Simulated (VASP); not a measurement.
SiC: single point with r2SCAN

The system is SiC.

```
CELL_PARAMETERS angstrom
4.20000 0.00000 0.00000
0.00000 4.20000 0.00000
0.00000 0.00000 4.20000
ATOMIC_POSITIONS crystal
Si 0.00000 0.00000 0.00000
C 0.24393 0.14636 0.10977
```

```yaml
Program: VASP 6.6.1
Task: single point
Functional: r2SCAN
Potentials_or_basis: VASP PAW PBE potentials, release 64 (Si, C)
Cutoff: 660 eV
k_mesh: 1 × 1 × 1
Occupations: fermi-dirac, width 0.3 eV
Spin: no spin polarisation
Dipole_correction: no
Further_INCAR_settings: ALGO = Normal; EDIFF = 1e-06; NBANDS = 11
```

```
Pressure               : 38.5 GPa
Largest force          : 35.858 eV/Å
Band gap on the k mesh : 0.51 eV
```

Forces in eV/Å, atoms in the order of the input:
```
Si  -28.709 -17.177 -12.904
C    28.709  17.177  12.904
```

Stress tensor (GPa, compression positive):
```
72.95 36.83 27.70
36.83 26.77 16.64
27.70 16.64 15.66
```

Levels at points of the mesh, in eV from the valence-band top:
| k point | band 1 | band 2 | band 3 | band 4 | band 5 | band 6 | band 7 | band 8 |
| --- | --- | --- | --- | --- | --- | --- | --- | --- |
| (0.00, 0.00, 0.00) | -10.70 | -0.93 | -0.11 | 0.00 | 0.51 | 5.83 | 6.72 | 8.82 |

It used 19 s of CPU time on 1 thread of AMD EPYC 7R13 Processor (Zen 3) (shared host).

Caveat: the k points lie up to 1.50 Å⁻¹ apart; the PAW data sets were made with another functional, which shifts forces and pressure a little. r2SCAN opens gaps a little over a GGA but as a rule still falls short of measured ones.
